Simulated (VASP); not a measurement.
SiO2 (Cristobalite):

```
CELL_PARAMETERS angstrom
4.97917 0.00000 0.00000
0.00000 4.97917 0.00000
0.00000 0.00000 6.91487
ATOMIC_POSITIONS crystal
Si 0.30246 0.30246 0.00000
Si 0.19754 0.80246 0.25000
Si 0.69754 0.69754 0.50000
Si 0.80246 0.19754 0.75000
O 0.23817 0.10927 0.18146
O 0.39073 0.73817 0.43146
O 0.76183 0.89073 0.68146
O 0.60927 0.26183 0.93146
O 0.73817 0.39073 0.56854
O 0.89073 0.76183 0.31854
O 0.26183 0.60927 0.06854
O 0.10927 0.23817 0.81854
```

Base run:

```yaml
Program: VASP 6.6.1
Functional: r2SCAN
Potentials_or_basis: VASP PAW PBE potentials, release 64 (Si, O)
Cutoff: 520 eV
k_mesh: 6 × 6 × 4
Occupations: gaussian, width 0.01 eV
Spin: no spin polarisation
```

Its results: band gap on the k mesh 6.35 eV, direct; pressure 0.2 GPa; largest force 0.027 eV/Å.

Problem. After a change of settings the same cell gave: band gap on the k mesh 5.73 eV, direct; pressure 4.8 GPa; largest force 0.269 eV/Å. Which change was it?
A. functional from r2SCAN to PBE; occupations from gaussian, width 0.01 eV to fermi-dirac, width 0.02 eV
B. functional from r2SCAN to LDA; potentials or basis from VASP PAW PBE potentials, release 64 (Si, O) to VASP PAW LDA potentials, release 64 (Si, O)
C. k mesh from 6 × 6 × 4 to 4 × 4 × 4; occupations from gaussian, width 0.01 eV to fermi-dirac, width 0.02 eV

Solution. A.

Caveats: the PAW data sets were made with another functional, which shifts forces and pressure a little (some runs).
